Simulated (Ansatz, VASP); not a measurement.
## One calculation of Ge7Cl, two programs

```
CELL_PARAMETERS angstrom
6.14757 0.00000 0.00000
-3.07379 5.32395 0.00000
0.00000 0.00000 5.71250
ATOMIC_POSITIONS crystal
Ge 0.35045 0.00000 0.50000
Ge 0.00000 0.35045 0.50000
Ge 0.64955 0.64955 0.50000
Ge 0.64955 0.00000 0.50000
Ge 0.00000 0.64955 0.50000
Ge 0.35045 0.35045 0.50000
Ge 0.00000 0.00000 0.50000
Cl 0.00000 0.00000 0.00000
```

Alike in both runs: task relaxation of cell and atoms; functional PBE; k mesh 3 × 3 × 4; occupations gaussian, width 0.1 eV; no spin polarisation.

```csv
,VASP,Ansatz
version,VASP 6.6.1,Ansatz 0.2.0
potentials or method,"VASP PAW PBE potentials, release 64 (Ge_d, Cl), cutoff 600 eV","scalar-relativistic, plane waves, PAW"
valence electrons in the cell,105,105
```

VASP gave:

* gap on the k mesh at the Fermi level, each at its own relaxed structure (eV): none
* relaxed volume (Å³/atom): 36.13
* relaxed cell length with the largest relative difference (Å): 5.359

Which values does Ansatz return?

gap on the k mesh at the Fermi level, each at its own relaxed structure (eV): none; relaxed volume (Å³/atom): 36.36; relaxed cell length with the largest relative difference (Å): 5.400.

A gap of «none» marks a metal or a gap that the smearing closes.

The k mesh is coarse, so the values compare programs but aren't converged. Noted on VASP's run: the volume moved by over 15 % at a fixed basis, so the end points are rough.
